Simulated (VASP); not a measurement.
## KTaO3: single point with PBE

Crystal: KTaO3.

```
K Ta O
1.0
     3.94227    0.00000    0.00000
     0.00000    3.94227    0.00000
     0.00000    0.00000    3.94227
K Ta O
1 1 3
Direct
  0.00000 0.00000 0.00000
  0.50000 0.50000 0.50000
  0.50000 0.50000 0.00000
  0.50000 0.00000 0.50000
  0.00000 0.50000 0.50000
```

This cell differs from its parent crystal: volume changed by -6%.

| Property | Result |
| --- | --- |
| Program | VASP 6.6.1 |
| Task | single point |
| Functional | PBE |
| Potentials or basis | VASP PAW PBE potentials, release 64 (K_sv, Ta_pv, O) |
| Cutoff | 520 eV |
| k mesh | 6 × 6 × 6 |
| Occupations | gaussian, width 0.01 eV |
| Spin | no spin polarisation |
| Dipole correction | no |
| Further INCAR settings | ALGO = Normal; EDIFF = 1e-06; NBANDS = 27 |

The pressure is 14.2 GPa and the band gap on the k mesh is 2.25 eV, indirect (least direct gap 2.85 eV).

Levels at points of the mesh, in eV from the valence-band top:
| k point | band 17 | band 18 | band 19 | band 20 | band 21 | band 22 |
| --- | --- | --- | --- | --- | --- | --- |
| (0.00, 0.00, 0.00) | -0.60 | -0.60 | -0.60 | 2.25 | 2.25 | 2.25 |
| (0.50, 0.00, 0.00) | -1.60 | -0.84 | -0.84 | 2.43 | 5.25 | 5.25 |
| (0.50, 0.50, 0.00) | -1.47 | -1.47 | -0.04 | 5.30 | 5.30 | 6.64 |
| (0.50, 0.50, 0.50) | 0.00 | 0.00 | 0.00 | 6.80 | 6.80 | 6.80 |

Run time: 18 s on 1 thread of Intel(R) Xeon(R) 6975P-C (Granite Rapids), on a shared host, peak memory 0.18 GiB.

Caveat: spin-orbit coupling is left out, which moves the levels of the heavy elements. A k mesh can miss the band edges.
